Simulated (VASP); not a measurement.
Input of a VASP 6.6.1 run:

The input INCAR:

```
ALGO     = Normal         # electronic algorithm
EDIFF    = 1E-6           # SCF threshold, eV
ENCUT    = 520            # plane-wave cutoff, eV
GGA      = PE             # functional
ISIF     = 2              # what is computed and relaxed
ISMEAR   = 0              # smearing method
LASPH    = True           # aspherical terms in the spheres
LCHARG   = False          # write CHGCAR
LREAL    = False          # projectors in reciprocal space
LWAVE    = False          # write WAVECAR
NBANDS   = 8              # bands
NELM     = 100            # most SCF steps
PREC     = Accurate       # precision mode
SIGMA    = 0.1            # smearing width, eV
```

The input KPOINTS:

```
k-points
0
Gamma
  6 6 6
```

File POSCAR:

```
Sb
1.0
    3.3489704281      0.0000000000      0.0000000000
   -1.6744852140      2.9002934672      0.0000000000
    0.0000000000      0.0000000000      3.1291942438
Sb
1
Direct
    0.0000000000      0.0000000000      0.0000000000
```

Potentials or basis: VASP PAW PBE potentials, release 64 (Sb).

The run is started by

```sh
$ cat potpaw_PBE.64/Sb/POTCAR > POTCAR
$ mpirun -np 1 vasp_std > vasp.out
```

(1) What does it give for the pressure?

Answers

(1) -1.6 GPa.

Caveat: the k points lie up to 0.36 Å⁻¹ apart.
